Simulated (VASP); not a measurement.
## B2F: single point with PBE

Crystal: B2F.

```xyz
3
Lattice="2.9547 0.0000 0.0000 -1.4774 2.5588 0.0000 0.0000 0.0000 3.8212" Properties=species:S:1:pos:R:3 pbc="T T T"
B     0.0000    1.7059    1.9106
B     1.4774    0.8529    1.9106
F     0.0000    0.0000    0.0000
```

The cell was generated, and may not be a known phase.

| Item | Value |
| --- | --- |
| Program | VASP 6.6.1 |
| Task | single point |
| Functional | PBE |
| Potentials or basis | VASP PAW PBE potentials, release 64 (B, F) |
| Cutoff | 520 eV |
| k mesh | 6 × 6 × 4 |
| Occupations | gaussian, width 0.1 eV |
| Spin | collinear spin |
| Starting moments | [0.0, 0.0, 1.0] μB |

```yaml
Pressure: 0.0 GPa
Net_moment: 0.00 μB per cell
Valence_electrons_inside_the_program's_atomic_spheres: B 1.79; F 5.97
```

Stress tensor (GPa, compression positive):
```
-0.22  0.00  0.00
 0.00 -0.22  0.00
 0.00  0.00  0.32
```

Levels at points of the mesh, in eV from the Fermi level:
Spin up:
```
           k point  band 5  band 6  band 7  band 8  band 9  band 10
(0.00, 0.00, 0.00)   -1.75    1.63    1.63    2.35    9.84     9.84
(0.50, 0.00, 0.00)   -2.66   -1.98    0.06    2.45    6.57     8.45
(0.00, 0.00, 0.50)   -1.34   -1.00    1.69    1.69    9.45     9.45
(0.50, 0.00, 0.50)   -2.05   -1.05   -0.77    3.91    4.90     9.45
```
Spin down:
```csv
k point,band 3,band 4,band 5,band 6,band 7,band 8,band 9,band 10,band 11,band 12
"(0.00, 0.00, 0.00)",-4.49,-1.75,-1.75,1.63,1.63,2.35,9.84,9.84,10.24,12.42
"(0.50, 0.00, 0.00)",-5.37,-2.78,-2.66,-1.98,0.06,2.45,6.57,8.45,14.98,16.20
"(0.00, 0.00, 0.50)",-1.69,-1.69,-1.34,-1.00,1.69,1.69,9.45,9.45,11.83,13.17
"(0.50, 0.00, 0.50)",-6.22,-4.20,-2.05,-1.05,-0.77,3.91,4.90,9.46,17.92,18.25
```

Wall time 12 s on 1 thread of Intel(R) Xeon(R) Platinum 8559C (Emerald Rapids), on a shared host, peak memory 0.15 GiB.

Caveat: the k points lie up to 0.41 Å⁻¹ apart.
